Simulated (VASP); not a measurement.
Write the native input for VASP 6.6.1 that does the following.

```yaml
Task: single point
Functional: r2SCAN
Potentials_or_basis: VASP PAW PBE potentials, release 64 (P, As, Ga_d)
Cutoff: 520 eV
k_mesh: 6 × 4 × 4
Occupations: fermi-dirac, width 0.02 eV
Spin: no spin polarisation
Dipole_correction: no
Further_INCAR_settings: ALGO = Normal; EDIFF = 1e-06; NBANDS = 46
```

Ga4AsP3:

```xyz
8
Lattice="3.8938 0.0000 0.0000 0.0000 3.8927 5.5016 0.0000 -3.8927 5.5016" Properties=species:S:1:pos:R:3 pbc="T T T"
P     0.0000    0.0000   -0.0001
P     1.9469   -1.9474    2.7504
P     1.9469    1.9474    2.7504
As    0.0000    0.0000    5.5031
Ga    1.9469    0.0000    9.6315
Ga    0.0000    1.9835    6.9002
Ga    0.0000   -1.9835    6.9002
Ga    1.9469    0.0000    4.0754
```

The input as run:

POSCAR

```
Ga4AsP3
1.0
    3.8937926565      0.0000000000      0.0000000000
    0.0000000000      3.8926836526      5.5015904658
    0.0000000000     -3.8926836526      5.5015904658
P As Ga
3 1 4
Direct
    0.0000000000     -0.0000061778     -0.0000061778
    0.5000000000     -0.0001772839      0.5000994669
    0.5000000000      0.5000994669     -0.0001772839
    0.0000000000      0.5001404135      0.5001404135
    0.5000000000      0.8753388216      0.8753388216
    0.0000000000      0.8818802079      0.3723448040
    0.0000000000      0.3723448040      0.8818802079
    0.5000000000      0.3703797478      0.3703797478
```

INCAR.step1

```
SYSTEM = Ga4AsP3
ALGO     = Normal         ! electronic algorithm
EDIFF    = 1E-4           ! SCF threshold, eV
ENCUT    = 520            ! plane-wave cutoff, eV
GGA      = PE             ! functional
ISMEAR   = -1             ! smearing method
LASPH    = .True.         ! aspherical terms in the spheres
LCHARG   = .False.        ! write CHGCAR
LREAL    = .False.        ! projectors in reciprocal space
LWAVE    = .True.         ! write WAVECAR
NBANDS   = 46             ! bands
NELM     = 100            ! most SCF steps
PREC     = Accurate       ! precision mode
SIGMA    = 0.02           ! smearing width, eV
```

INCAR.step2

```
SYSTEM = Ga4AsP3
ALGO     = Normal         ! electronic algorithm
EDIFF    = 1E-6           ! SCF threshold, eV
ENCUT    = 520            ! plane-wave cutoff, eV
ISIF     = 2              ! what is computed and relaxed
ISMEAR   = -1             ! smearing method
ISTART   = 1            
LASPH    = .True.         ! aspherical terms in the spheres
LCHARG   = .False.        ! write CHGCAR
LMIXTAU  = .True.       
LREAL    = .False.        ! projectors in reciprocal space
LWAVE    = .False.        ! write WAVECAR
METAGGA  = R2SCAN         ! meta-GGA
NBANDS   = 46             ! bands
NELM     = 100            ! most SCF steps
PREC     = Accurate       ! precision mode
SIGMA    = 0.02           ! smearing width, eV
```

KPOINTS

```
k-points
0
Gamma
  6 4 4
  0 0 0
```

Potentials or basis: VASP PAW PBE potentials, release 64 (P, As, Ga_d).

Launch:

```sh
$ cat potpaw_PBE.64/P/POTCAR potpaw_PBE.64/As/POTCAR potpaw_PBE.64/Ga_d/POTCAR > POTCAR
$ cp INCAR.step1 INCAR
$ mpirun -np 1 vasp_std > vasp.out
$ cp INCAR.step2 INCAR
$ mpirun -np 1 vasp_std > vasp.out
```

Results of the run:

```json
{"Pressure": "0.0 GPa", "Largest force": "0.012 eV/Å", "Band gap on the k mesh": "1.67 eV (least direct gap 1.70 eV)"}
```

Caveat: the PAW data sets were made with another functional, which shifts forces and pressure a little.

Run time: 26 min on 1 thread of Intel Xeon 8259CL, on a shared host, peak memory 0.4 GiB.
